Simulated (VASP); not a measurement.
Input of a VASP 6.6.1 run:

File INCAR:

```
SYSTEM = ScHg
PREC = Accurate
ENCUT = 520
EDIFF = 1E-8
ISMEAR = -1
SIGMA = 0.08
LREAL = .False.
LASPH = .True.
NELM = 100
ALGO = Normal
ISIF = 2
LWAVE = .False.
LCHARG = .False.
GGA = PS
LEFG = .True.
NBANDS = 18
```

KPOINTS

```
Automatic mesh
0
Gamma
  12 12 12
  0 0 0
```

The input POSCAR:

```
ScHg
1.0
    3.4329672075      0.0000000000      0.0000000000
    0.0000000000      3.4329672075      0.0000000000
    0.0000000000      0.0000000000      3.4329672075
Sc Hg
1 1
Direct
    0.5000000000      0.5000000000      0.5000000000
    0.0000000000      0.0000000000      0.0000000000
```

Potentials or basis: VASP PAW PBE potentials, release 64 (Sc_sv, Hg).

Run with:

```bash
$ cat potpaw_PBE.64/Sc_sv/POTCAR potpaw_PBE.64/Hg/POTCAR > POTCAR
$ mpirun -np 1 vasp_std > vasp.out
```

Task: What does it give for the pressure?

Result: 3.0 GPa.

Caveat: without QUAD_EFG the Cq values of the log hold for a quadrupole moment of 1 mb, not for the nuclei; the PAW data sets were made with another functional, which shifts forces and pressure a little.
